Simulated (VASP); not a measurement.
LiCl: G0W0 quasiparticle levels with LDA

LiCl:

```
CELL_PARAMETERS angstrom
0.00000 2.55604 2.55604
2.55604 0.00000 2.55604
2.55604 2.55604 0.00000
ATOMIC_POSITIONS crystal
Li 0.00000 0.00000 0.00000
Cl 0.50000 0.50000 0.50000
```

```json
{
 "Program": "VASP 6.6.1",
 "Task": "G0W0 quasiparticle levels",
 "Functional": "LDA",
 "Potentials or basis": "VASP PAW LDA potentials, release 64 (Li_GW, Cl_GW)",
 "Cutoff": "500 eV",
 "k mesh": "4 × 4 × 4",
 "Occupations": "gaussian, width 0.01 eV",
 "Spin": "no spin polarisation",
 "Dipole correction": "no",
 "GW scheme": "G0W0",
 "GW iterations": "1",
 "Cutoff of the response function": "140",
 "Frequency points": "96",
 "Empty bands": "125",
 "Further INCAR settings": "ALGO = EVGW0; EDIFF = 1e-08; NBANDS = 129"
}
```

```json
{"Quasiparticle gap": "8.77 eV", "Least direct quasiparticle gap": "8.77 eV", "Band gap of the starting levels on the mesh": "6.05 eV", "Least direct gap of the starting levels on the mesh": "6.05 eV"}
```

It took 63 s on 1 thread of AMD EPYC 9R45 96-Core Processor (Zen 5), on a shared host, peak memory 0.29 GiB.

Caveat: the k points lie up to 0.53 Å⁻¹ apart; bands, screening cutoff and mesh are small and nothing is extrapolated, so the quasiparticle values aren't converged.
